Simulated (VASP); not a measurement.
# KF (P4/mmm) in VASP: notebook

Aim: see how the results for KF move with the level of theory and the settings. Levels: PBE, r2SCAN. Tasks: single point.

Everything below comes from runs of VASP 6.6.1. Logs are shortened: lines on timing, memory, paths and dates and some standing lists are left out, and cuts for length are marked.

### 1 The cell of the first run

The structure is tetragonal, space group P4/mmm (No. 123). Conventional cell: a = 3.179 Å, b = 3.179 Å, c = 2.991 Å, α = 90.00°, β = 90.00°, γ = 90.00°. K (site symmetry 4/mmm) has 8 F at 2.70 Å and 6 K at 2.99 to 3.18 Å within 3.6 Å. F (site symmetry 4/mmm) has 8 K at 2.70 Å and 6 F at 2.99 to 3.18 Å within 3.6 Å.

### 2 Single point, PBE (uniaxial x strain -5.9%)

The input, INCAR:

```
SYSTEM = KF
PREC = Accurate
ENCUT = 520
EDIFF = 1E-6
ISMEAR = -1
SIGMA = 0.02
LREAL = .False.
LASPH = .True.
NELM = 60
ALGO = Normal
ISIF = 2
LWAVE = .False.
LCHARG = .False.
GGA = PE
NBANDS = 15
```

The input, KPOINTS:

```
Automatic mesh
0
Gamma
  8 8 8
  0 0 0
```

The input, POSCAR:

```
KF
1.0
    2.9913173113      0.0000000000      0.0000000000
    0.0000000000      3.1788706815      0.0000000000
    0.0000000000      0.0000000000      3.1788706815
K F
1 1
Direct
    0.0000000000      0.0000000000      0.0000000000
    0.5000000000      0.5000000000      0.5000000000
```

Potentials or basis: VASP PAW PBE potentials, release 64 (K_sv, F).

The run is started by

```bash
> cat potpaw_PBE.64/K_sv/POTCAR potpaw_PBE.64/F/POTCAR > POTCAR
> mpirun -np 1 vasp_std > vasp.out
```

OUTCAR:

```text
SYSTEM = KF
   PREC = Accurate
   ENCUT = 520
   EDIFF = 1E-6
   ISMEAR = -1
   LREAL = .False.
   LASPH = .True.
   NELM = 60
   ISIF = 2
   GGA = PE

 ion  position               nearest neighbor table
   1  0.000  0.000  0.000-   2 2.70   2 2.70   2 2.70   2 2.70   2 2.70   2 2.70   2 2.70   2 2.70

   2  0.500  0.500  0.500-   1 2.70   1 2.70   1 2.70   1 2.70   1 2.70   1 2.70   1 2.70   1 2.70

  LATTYP: Found a simple tetragonal cell.
 ALAT       =     3.1788706815
 C/A-ratio  =     0.9410000000

  Lattice vectors:

 A1 = (   0.0000000000,   3.1788706815,   0.0000000000)
 A2 = (   0.0000000000,   0.0000000000,   3.1788706815)
 A3 = (   2.9913173113,   0.0000000000,   0.0000000000)

Analysis of symmetry for initial positions (statically):
=====================================================================
 Subroutine PRICEL returns:
 Original cell was already a primitive cell.

 Routine SETGRP: Setting up the symmetry group for a
 simple tetragonal supercell.

 Subroutine GETGRP returns: Found 16 space group operations
 (whereof 16 operations were pure point group operations)
 out of a pool of 16 trial point group operations.

The static configuration has the point symmetry D_4h.

Analysis of symmetry for dynamics (positions and initial velocities):
=====================================================================
 Subroutine PRICEL returns:
 Original cell was already a primitive cell.

 Routine SETGRP: Setting up the symmetry group for a
 simple tetragonal supercell.

 Subroutine GETGRP returns: Found 16 space group operations
 (whereof 16 operations were pure point group operations)
 out of a pool of 16 trial point group operations.

The dynamic configuration has the point symmetry D_4h.

 Subroutine INISYM returns: Found 16 space group operations
 (whereof 16 operations are pure point group operations),
 and found     1 'primitive' translations

----------------------------------------------------------------------------------------

                                     Primitive cell

  volume of cell :      30.2279

  direct lattice vectors                    reciprocal lattice vectors
     2.991317311  0.000000000  0.000000000     0.334300877  0.000000000  0.000000000
     0.000000000  3.178870681  0.000000000     0.000000000  0.314577125  0.000000000
     0.000000000  0.000000000  3.178870681     0.000000000  0.000000000  0.314577125

  length of vectors
     2.991317311  3.178870681  3.178870681     0.334300877  0.314577125  0.314577125

[... 85 lines left out ...]
   NFREE  =      0    steps in history (QN), initial steepest desc. (CG)
   ISIF   =      2    stress and relaxation
   ISYM   =      2    0-nonsym 1-usesym 2-fastsym
   POTIM  = 0.5000    time-step for ionic-motion
   TEBEG  =    0.0;   TEEND  =   0.0 temperature during run
   PSTRESS=    0.0 pullay stress
   NELECT =      16.0000    total number of electrons
   NUPDOWN=      -1.0000    fix difference up-down
   EMIN   =  10.00;   EMAX   =-10.00  energy-range for DOS
   EFERMI =   0.00;   METHOD = LEGACY
   ISMEAR =    -1;   SIGMA  =   0.02  broadening in eV -4-tet -1-fermi 0-gaus
   EFERMI_NEDOS =   21; number of points for ismear=-14 and -15
   IALGO  =     38    algorithm
   IMIX   =      4    mixing-type and parameters
     AMIX     =   0.40;   BMIX     =  1.00
     AMIX_MAG =   1.60;   BMIX_MAG =  1.00
  volume/ion in A,a.u.               =      15.11       101.99
  Fermi-wavevector in a.u.,A,eV,Ry     =   1.324277  2.502520 23.860659  1.753709
  Thomas-Fermi vector in A             =   2.453823
   LORBIT       =      0    0 simple, 1 ext, 2 COOP (PROOUT), +10 PAW based schemes
   GGA     = PE    functional components
   LHFCALC =     F    Hartree Fock is set to
   AEXX    =    0.0000 exact exchange contribution
   IVDW    =     0    specifies the selected vdW correction
   LEPSILON=     F    determine dielectric tensor
   LRPA    =     F    only Hartree local field effects (RPA)
 non-spin polarized calculation
  energy-cutoff  :      520.00
  volume of cell :       30.23
 maximum number of plane-waves:       832
 NGX is ok and might be reduce to    24
   NGX = 11   NGY = 11   NGZ = 11

 number of electron      15.9999985 magnetization

 Free energy of the ion-electron system (eV)
  ---------------------------------------------------
  ext. energy  EPLUGINS =         0.00000000
  ---------------------------------------------------
  free energy    TOTEN  =        -7.98758407 eV

  energy without entropy =       -7.98758407  energy(sigma->0) =       -7.98758407

 E-fermi :  -0.9669     XC(G=0):  -9.7001

 val. band max:       -1.3937711141   @ k =   0.0000   0.5000   0.5000
 cond. band min:       5.7017011625   @ k =   0.0000   0.0000   0.0000
 fundamental gap:      7.0954722766
 Fermi energy:        -0.9668616124

 k-point     1 :       0.0000    0.0000    0.0000
  band No.  band energies     occupation
      1     -28.3476      2.00000
      2     -20.5794      2.00000
      3     -11.2463      2.00000
      4     -11.2463      2.00000
      5     -11.0049      2.00000
      6      -1.6530      2.00000
      7      -1.6530      2.00000
      8      -1.4139      2.00000
      9       5.7017      0.00000
     10       6.7563      0.00000
     11       6.9382      0.00000
     12      12.7670      0.00000
     13      13.2793      0.00000
     14      13.2793      0.00000
[... 401 lines left out ...]
      2     -20.4977      2.00000
      3     -12.2714      2.00000
      4     -12.0726      2.00000
      5     -10.9432      2.00000
      6      -2.2616      2.00000
      7      -2.1782      2.00000
      8      -1.6652      2.00000
      9       7.3918      0.00000
     10       8.0459      0.00000
     11      10.6829      0.00000
     12      10.9493      0.00000
     13      12.6862      0.00000
     14      14.2549      0.00000
     15      15.8040      0.00000

 [... further k-points ...]
[... 5 lines left out ...]
  --------------------------------------------------------------------------------------
  -------------------------------------------------------------------------------------
  Total        1.9864858      0.8069898      0.8069898      0.0000000      0.0000000      0.0000000
  in kB      105.2901751     42.7730689     42.7730689      0.0000000      0.0000000      0.0000000
  external PRESSURE =      63.6121043 kB  Pullay stress =       0.0000000 kB

 VOLUME and BASIS-vectors are now :
 -----------------------------------------------------------------------------
  energy-cutoff  :      520.00
  volume of cell :       30.23
      direct lattice vectors                 reciprocal lattice vectors
     2.991317311  0.000000000  0.000000000     0.334300877  0.000000000  0.000000000
     0.000000000  3.178870681  0.000000000     0.000000000  0.314577125  0.000000000
     0.000000000  0.000000000  3.178870681     0.000000000  0.000000000  0.314577125

 POSITION                                       TOTAL-FORCE (eV/Angst)
 -----------------------------------------------------------------------------------
      0.00000      0.00000      0.00000         0.000000      0.000000      0.000000
      1.49566      1.58944      1.58944         0.000000      0.000000      0.000000
 -----------------------------------------------------------------------------------
    total drift:                                0.000000      0.000000     -0.000000

  FREE ENERGIE OF THE ION-ELECTRON SYSTEM (eV)
  ---------------------------------------------------
  free  energy   TOTEN  =        -7.9875840747 eV

  energy  without entropy=       -7.9875840747  energy(sigma->0) =       -7.98758407
```

OSZICAR:

```text
N       E                     dE             d eps       ncg     rms          rms(c)
DAV:   1     0.108415232903E+03    0.10842E+03   -0.86105E+03  2258   0.108E+03
DAV:   2    -0.530942109479E+01   -0.11372E+03   -0.10505E+03  2903   0.291E+02
DAV:   3    -0.908017450228E+01   -0.37708E+01   -0.37583E+01  2782   0.473E+01
DAV:   4    -0.917168858035E+01   -0.91514E-01   -0.91495E-01  3128   0.695E+00
DAV:   5    -0.917386870670E+01   -0.21801E-02   -0.21801E-02  2998   0.846E-01    0.617E+00
DAV:   6    -0.804668717891E+01    0.11272E+01   -0.25836E+00  2460   0.145E+01    0.456E+00
DAV:   7    -0.800758796248E+01    0.39099E-01   -0.69690E-02  2837   0.233E+00    0.243E+00
DAV:   8    -0.798691538360E+01    0.20673E-01   -0.36796E-02  2789   0.201E+00    0.326E-01
DAV:   9    -0.798743034173E+01   -0.51496E-03   -0.27601E-03  3015   0.524E-01    0.108E-01
DAV:  10    -0.798755852982E+01   -0.12819E-03   -0.35311E-04  2596   0.196E-01    0.757E-02
DAV:  11    -0.798758779354E+01   -0.29264E-04   -0.37214E-05  2701   0.675E-02    0.205E-02
DAV:  12    -0.798758398472E+01    0.38088E-05   -0.61419E-06  2765   0.290E-02    0.313E-03
DAV:  13    -0.798758407471E+01   -0.89992E-07   -0.73246E-07  1941   0.853E-03
   1 F= -.79875841E+01 E0= -.79875841E+01  d E =-.420216E-11
```

Run time: 9 s. Hardware: 1 thread of Intel Xeon 6975P-C (Granite Rapids), shared host; peak memory 0.15 GiB.

Results:

| Quantity | Value |
| --- | --- |
| Free energy | -7.9876 eV |
| Pressure | 6.4 GPa |
| Band gap on the k mesh | 7.10 eV, indirect (least direct gap 7.12 eV) |

Stress tensor (GPa, compression positive):
```
10.53  0.00  0.00
 0.00  4.28  0.00
 0.00  0.00  4.28
```

Levels at points of the mesh, in eV from the valence-band top:
```
           k point  band 4  band 5  band 6  band 7  band 8  band 9  band 10  band 11  band 12  band 13
(0.00, 0.00, 0.00)   -9.85   -9.61   -0.26   -0.26   -0.02    7.10     8.15     8.33    14.16    14.67
(0.50, 0.00, 0.00)   -9.62   -9.62   -1.62   -0.43   -0.43    9.57    10.45    12.34    12.51    12.51
(0.00, 0.50, 0.00)   -9.69   -9.48   -1.58   -0.50   -0.17    9.24     9.94    11.99    12.98    13.37
(0.50, 0.50, 0.00)  -10.70   -9.52   -0.87   -0.76   -0.23    8.44     9.38    11.74    12.23    15.84
(0.00, 0.50, 0.50)  -10.82   -9.39   -0.78   -0.78    0.00    9.02     9.10    12.75    12.75    15.30
(0.50, 0.50, 0.50)  -10.43  -10.43   -1.50   -1.43   -1.43   10.62    10.62    11.37    16.18    16.44
```

Caveat: the cell differs from its parent crystal (uniaxial x strain -5.9%). A k mesh can miss the band edges.

### 3 Single point, PBE (uniaxial z strain -0.7%)

The input, INCAR:

```
SYSTEM = KF
PREC = Accurate ; ENCUT = 520
EDIFF = 1E-7 ; ISMEAR = -1
SIGMA = 0.02 ; LREAL = .False.
LASPH = .True. ; NELM = 80
ALGO = Normal ; ISIF = 2
LWAVE = .False. ; LCHARG = .True.
GGA = PE ; LELF = .True.
LVHAR = .True. ; NBANDS = 15
```

KPOINTS is that of step 2.

The input, POSCAR:

```
KF
1.0
    3.1788706815      0.0000000000      0.0000000000
    0.0000000000      3.1788706815      0.0000000000
    0.0000000000      0.0000000000      3.1563006997
K F
1 1
Direct
    0.0000000000      0.0000000000      0.0000000000
    0.5000000000      0.5000000000      0.5000000000
```

Potentials or basis: VASP PAW PBE potentials, release 64 (K_sv, F).

The run is started by

```bash
> cat potpaw_PBE.64/K_sv/POTCAR potpaw_PBE.64/F/POTCAR > POTCAR
> mpirun -np 1 vasp_std > vasp.out
```

Run time: 9.1 s. Hardware: 1 thread of Intel Xeon 6975P-C (Granite Rapids), shared host; peak memory 0.15 GiB.

Results (log left out):

* Free energy: -8.0632 eV
* Pressure: 3.3 GPa
* Band gap on the k mesh: 6.83 eV, indirect (least direct gap 6.87 eV)

Stress tensor (GPa, compression positive):
```
3.12 0.00 0.00
0.00 3.12 0.00
0.00 0.00 3.78
```

Levels at points of the mesh, in eV from the valence-band top:
```tsv
k point	band 6	band 7	band 8	band 9	band 10	band 11
(0.00, 0.00, 0.00)	-0.06	-0.06	-0.04	6.83	8.36	8.37
(0.50, 0.00, 0.00)	-1.35	-0.22	-0.18	9.42	9.87	11.67
(0.50, 0.50, 0.00)	-0.64	-0.64	0.00	8.71	9.22	12.24
(0.00, 0.00, 0.50)	-1.36	-0.21	-0.21	9.46	9.93	11.71
(0.50, 0.00, 0.50)	-0.65	-0.64	-0.02	8.65	9.26	12.13
(0.50, 0.50, 0.50)	-1.20	-1.20	-1.20	10.77	10.77	10.86
```

Caveat: the cell differs from its parent crystal (uniaxial z strain -0.7%). A k mesh can miss the band edges.

### 4 Single point, r2SCAN (uniaxial x strain -5.9%)

The input, POSCAR:

```
KF
1.0
    2.9913173113      0.0000000000      0.0000000000
    0.0000000000      3.1788706815      0.0000000000
    0.0000000000      0.0000000000      3.1788706815
K F
1 1
Direct
    0.0000000000      0.0000000000      0.0000000000
    0.5000000000      0.5000000000      0.5000000000
```

The input, INCAR.step1:

```
  PREC = Accurate
  ENCUT = 520
  ISMEAR = 0
  SIGMA = 0.01
  LREAL = False
  LASPH = True
  NELM = 100
  NBANDS = 15
  GGA = PE
  ALGO = Normal
  EDIFF = 1E-4
  LWAVE = True
  LCHARG = False
```

The input, INCAR.step2:

```
  PREC = Accurate
  ENCUT = 520
  EDIFF = 1E-6
  ISMEAR = 0
  SIGMA = 0.01
  LREAL = False
  LASPH = True
  NELM = 100
  ALGO = Normal
  ISIF = 2
  LWAVE = False
  LCHARG = False
  METAGGA = R2SCAN
  LMIXTAU = True
  NBANDS = 15
  ISTART = 1
```

The input, KPOINTS:

```
Automatic mesh
0
Gamma
  8 8 8
```

Potentials or basis: VASP PAW PBE potentials, release 64 (K_sv, F).

The run is started by

```bash
> cat potpaw_PBE.64/K_sv/POTCAR potpaw_PBE.64/F/POTCAR > POTCAR
> cp INCAR.step1 INCAR
> mpirun -np 1 vasp_std > vasp.out
> cp INCAR.step2 INCAR
> mpirun -np 1 vasp_std > vasp.out
```

OUTCAR:

```text
PREC = Accurate
   ENCUT = 520
   EDIFF = 1E-6
   ISMEAR = 0
   LREAL = False
   LASPH = True
   NELM = 100
   ISIF = 2
   METAGGA = R2SCAN
   ISTART = 1

 ion  position               nearest neighbor table
   1  0.000  0.000  0.000-   2 2.70   2 2.70   2 2.70   2 2.70   2 2.70   2 2.70   2 2.70   2 2.70

   2  0.500  0.500  0.500-   1 2.70   1 2.70   1 2.70   1 2.70   1 2.70   1 2.70   1 2.70   1 2.70

  LATTYP: Found a simple tetragonal cell.
 ALAT       =     3.1788706815
 C/A-ratio  =     0.9410000000

  Lattice vectors:

[... 611 lines left out ...]
     10       8.3058      0.00000
     11      11.0167      0.00000
     12      11.2962      0.00000
     13      13.1540      0.00000
     14      14.8904      0.00000
     15      16.3422      0.00000

 [... further k-points ...]
[... 5 lines left out ...]
  --------------------------------------------------------------------------------------
  -------------------------------------------------------------------------------------
  Total        1.3833922      0.1917081      0.1917081      0.0000000      0.0000000      0.0000000
  in kB       73.3242612     10.1611476     10.1611476      0.0000000      0.0000000      0.0000000
  external PRESSURE =      31.2155188 kB  Pullay stress =       0.0000000 kB

 VOLUME and BASIS-vectors are now :
 -----------------------------------------------------------------------------
  energy-cutoff  :      520.00
  volume of cell :       30.23
      direct lattice vectors                 reciprocal lattice vectors
     2.991317311  0.000000000  0.000000000     0.334300877  0.000000000  0.000000000
     0.000000000  3.178870681  0.000000000     0.000000000  0.314577125  0.000000000
     0.000000000  0.000000000  3.178870681     0.000000000  0.000000000  0.314577125

 POSITION                                       TOTAL-FORCE (eV/Angst)
 -----------------------------------------------------------------------------------
      0.00000      0.00000      0.00000         0.000000      0.000000      0.000000
      1.49566      1.58944      1.58944         0.000000      0.000000      0.000000
 -----------------------------------------------------------------------------------
    total drift:                                0.000000      0.000000     -0.000000

  FREE ENERGIE OF THE ION-ELECTRON SYSTEM (eV)
  ---------------------------------------------------
  free  energy   TOTEN  =       -14.8155674408 eV

  energy  without entropy=      -14.8155674408  energy(sigma->0) =      -14.81556744
```

OSZICAR.step1:

```text
N       E                     dE             d eps       ncg     rms          rms(c)
DAV:   1     0.108415628285E+03    0.10842E+03   -0.86105E+03  2258   0.108E+03
DAV:   2    -0.530942109483E+01   -0.11373E+03   -0.10503E+03  2903   0.291E+02
DAV:   3    -0.908017450240E+01   -0.37708E+01   -0.37583E+01  2782   0.473E+01
DAV:   4    -0.917168858035E+01   -0.91514E-01   -0.91495E-01  3128   0.695E+00
DAV:   5    -0.917386870670E+01   -0.21801E-02   -0.21801E-02  2998   0.846E-01    0.617E+00
DAV:   6    -0.804668717890E+01    0.11272E+01   -0.25836E+00  2460   0.145E+01    0.456E+00
DAV:   7    -0.800758796244E+01    0.39099E-01   -0.69690E-02  2837   0.233E+00    0.243E+00
DAV:   8    -0.798691538357E+01    0.20673E-01   -0.36796E-02  2789   0.201E+00    0.326E-01
DAV:   9    -0.798743034173E+01   -0.51496E-03   -0.27601E-03  3015   0.524E-01    0.108E-01
DAV:  10    -0.798755848263E+01   -0.12814E-03   -0.35264E-04  2524   0.196E-01    0.757E-02
DAV:  11    -0.798758764459E+01   -0.29162E-04   -0.36137E-05  1853   0.678E-02
   1 F= -.79875876E+01 E0= -.79875876E+01  d E =-.427204E-42
```

It took 32 s on 1 thread of Intel Xeon 6975P-C (Granite Rapids), shared host; peak memory 0.16 GiB.

What came out:

| Item | Value |
| --- | --- |
| Free energy | -14.8156 eV |
| Pressure | 3.1 GPa |
| Band gap on the k mesh | 8.06 eV, indirect (least direct gap 8.07 eV) |

Stress tensor (GPa, compression positive):
```
7.33 0.00 0.00
0.00 1.02 0.00
0.00 0.00 1.02
```

Caveat: the cell differs from its parent crystal (uniaxial x strain -5.9%); the PAW data sets were made with another functional, which shifts forces and pressure a little. A k mesh can miss the band edges.

### 5 Single point, r2SCAN (uniaxial z strain -0.7%)

The input, POSCAR:

```
KF
1.0
    3.1788706815      0.0000000000      0.0000000000
    0.0000000000      3.1788706815      0.0000000000
    0.0000000000      0.0000000000      3.1563006997
K F
1 1
Direct
    0.0000000000      0.0000000000      0.0000000000
    0.5000000000      0.5000000000      0.5000000000
```

The input, INCAR.step1:

```
SYSTEM = KF
PREC = Accurate
ENCUT = 520
ISMEAR = 0
SIGMA = 0.01
LREAL = .False.
LASPH = .True.
NELM = 80
NBANDS = 15
GGA = PE
ALGO = Normal
EDIFF = 1E-4
LWAVE = .True.
LCHARG = .False.
```

The input, INCAR.step2:

```
SYSTEM = KF
PREC = Accurate
ENCUT = 520
EDIFF = 1E-7
ISMEAR = 0
SIGMA = 0.01
LREAL = .False.
LASPH = .True.
NELM = 80
ALGO = Normal
ISIF = 2
LWAVE = .False.
LCHARG = .False.
METAGGA = R2SCAN
LMIXTAU = .True.
NBANDS = 15
ISTART = 1
```

The input, KPOINTS:

```
Automatic mesh
0
Gamma
  8 8 8
  0 0 0
```

The run is started by

```bash
> cat potpaw_PBE.64/K_sv/POTCAR potpaw_PBE.64/F/POTCAR > POTCAR
> cp INCAR.step1 INCAR
> mpirun -np 1 vasp_std > vasp.out
> cp INCAR.step2 INCAR
> mpirun -np 1 vasp_std > vasp.out
```

Run time: 38 s. Hardware: 1 thread of Intel Xeon 6975P-C (Granite Rapids), shared host; peak memory 0.16 GiB.

Results (log left out):

```yaml
Free_energy: -14.8588 eV
Pressure: 0.3 GPa
Band_gap_on_the_k_mesh: 7.77 eV, indirect (least direct gap 7.80 eV)
```

Stress tensor (GPa, compression positive):
```
0.09 0.00 0.00
0.00 0.09 0.00
0.00 0.00 0.76
```

Levels at points of the mesh, in eV from the valence-band top:
```csv
k point,band 5,band 6,band 7,band 8,band 9,band 10,band 11,band 12
"(0.00, 0.00, 0.00)",-10.01,-0.06,-0.06,-0.03,7.77,9.08,9.10,15.22
"(0.50, 0.00, 0.00)",-9.87,-1.32,-0.21,-0.18,10.16,10.74,12.69,13.74
"(0.50, 0.50, 0.00)",-9.77,-0.64,-0.64,0.00,9.53,10.05,13.13,13.13
"(0.00, 0.00, 0.50)",-9.88,-1.32,-0.21,-0.21,10.20,10.81,12.73,13.69
"(0.50, 0.00, 0.50)",-9.79,-0.65,-0.64,-0.02,9.46,10.08,13.02,13.08
"(0.50, 0.50, 0.50)",-10.70,-1.19,-1.18,-1.18,11.62,11.62,11.71,17.06
```

Caveat: the cell differs from its parent crystal (uniaxial z strain -0.7%); the PAW data sets were made with another functional, which shifts forces and pressure a little. A k mesh can miss the band edges.

### 6 The runs side by side

```tsv
level	cell	smearing	gap on the mesh (eV)	pressure (GPa)
PBE	a = 2.991, b = 3.179, c = 3.179 Å, 2 atoms	fermi-dirac 0.02 eV	7.10	6.4
PBE	a = 3.179, b = 3.179, c = 3.156 Å, 2 atoms	fermi-dirac 0.02 eV	6.83	3.3
r2SCAN	a = 2.991, b = 3.179, c = 3.179 Å, 2 atoms	gaussian 0.01 eV	8.06	3.1
r2SCAN	a = 3.179, b = 3.179, c = 3.156 Å, 2 atoms	gaussian 0.01 eV	7.77	0.3
```

Alike in all rows: task single point; potentials or basis VASP PAW PBE potentials, release 64 (K_sv, F); no spin polarisation; k mesh 8 × 8 × 8; cutoff (eV) 520.

Caveats: the PAW data sets were made with another functional, which shifts forces and pressure a little (some runs).

Absolute energies hang on the potentials; compare differences alone.
